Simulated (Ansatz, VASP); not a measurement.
# Cu2O in VASP and in Ansatz

```
Cu O
1.0
     4.26000    0.00000    0.00000
     0.00000    4.26000    0.00000
     0.00000    0.00000    4.26000
Cu O
4 2
Direct
  0.25000 0.25000 0.25000
  0.25000 0.75000 0.75000
  0.75000 0.75000 0.25000
  0.75000 0.25000 0.75000
  0.00000 0.00000 0.00000
  0.50000 0.50000 0.50000
```

Alike in both runs: task relaxation of cell and atoms; functional PBE; k mesh 4 × 4 × 4; occupations gaussian, width 0.1 eV; no spin polarisation.

|  | VASP | Ansatz |
| --- | --- | --- |
| version | VASP 6.6.1 | Ansatz 0.2.0 |
| potentials or method | VASP PAW PBE potentials, release 64 (Cu, O), cutoff 600 eV | scalar-relativistic, plane waves, PAW |
| valence electrons in the cell | 56 | 88 |

|  | VASP | Ansatz | Ansatz less VASP |
| --- | --- | --- | --- |
| gap on the k mesh at the Fermi level, each at its own relaxed structure (eV) | 0.46 | 0.48 | +0.012 |
| relaxed volume (Å³/atom) | 13.33 | 13.23 | -0.104 |
| relaxed cell length with the largest relative difference (Å) | 4.309 | 4.298 | -0.0113 |

VASP's potentials hold 56 valence electrons a cell and Ansatz's 88, so a difference there can come from the potentials and not from the codes.
